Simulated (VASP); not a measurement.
Set up this calculation in VASP 6.6.1, as the native input.

* Task: relaxation of cell and atoms
* Functional: PBE
* Potentials or basis: VASP PAW PBE potentials, release 64 (Pt)
* Cutoff: 500 eV
* k mesh: 18 × 18 × 18
* Occupations: gaussian, width 0.1 eV
* Spin: no spin polarisation
* Dipole correction: no
* Further INCAR settings: ALGO = Normal; EDIFF = 1e-07; IBRION = 2; EDIFFG = -0.002; NSW = 100; ISIF = 3

The structure of Pt lies in POSCAR:

```
Pt
1.0
    0.0000000000      1.9836070080      1.9836070080
    1.9836070080      0.0000000000      1.9836070080
    1.9836070080      1.9836070080      0.0000000000
Pt
1
Direct
    0.0000000000      0.0000000000      0.0000000000
```

These files were run (other wordings do the same):

INCAR

```
SYSTEM = Pt
PREC = Accurate ; ENCUT = 500
EDIFF = 1E-7 ; ISMEAR = 0
SIGMA = 0.1 ; LREAL = .FALSE.
LASPH = .TRUE. ; NELM = 120
ALGO = Normal ; ISIF = 3
LWAVE = .FALSE. ; LCHARG = .FALSE.
GGA = PE ; IBRION = 2
NSW = 100 ; EDIFFG = -0.002
GGA_COMPAT = .FALSE. ; NELMIN = 4
```

KPOINTS

```
Automatic mesh
0
G
  18 18 18
  0 0 0
```

Potentials or basis: VASP PAW PBE potentials, release 64 (Pt).

Launch:

```sh
$ cat potpaw_PBE.64/Pt/POTCAR > POTCAR
$ mpirun -np 1 vasp_std > vasp.out
```

Results of the run:

```yaml
Relaxed_volume: 15.61 Å³/atom
Relaxed_cell: a = 2.805 Å, b = 2.805 Å, c = 2.805 Å, α = 60.00°, β = 60.00°, γ = 60.00°
Space_group_after_relaxing_to_0.1_Å: Fm-3m (No. 225)
Energy_gained_by_relaxing: 0.0 meV/atom
Ionic_steps: 3
Pressure_after_relaxing: 0.0 GPa
Band_gap_on_the_k_mesh: zero (bands 5 and 6 overlap by 2.10 eV)
```

Caveat: spin-orbit coupling is left out, which moves the levels of the heavy elements.

Run time: 14 s on 1 thread of Intel(R) Xeon(R) 6975P-C (Granite Rapids) (shared host), peak memory 0.15 GiB.
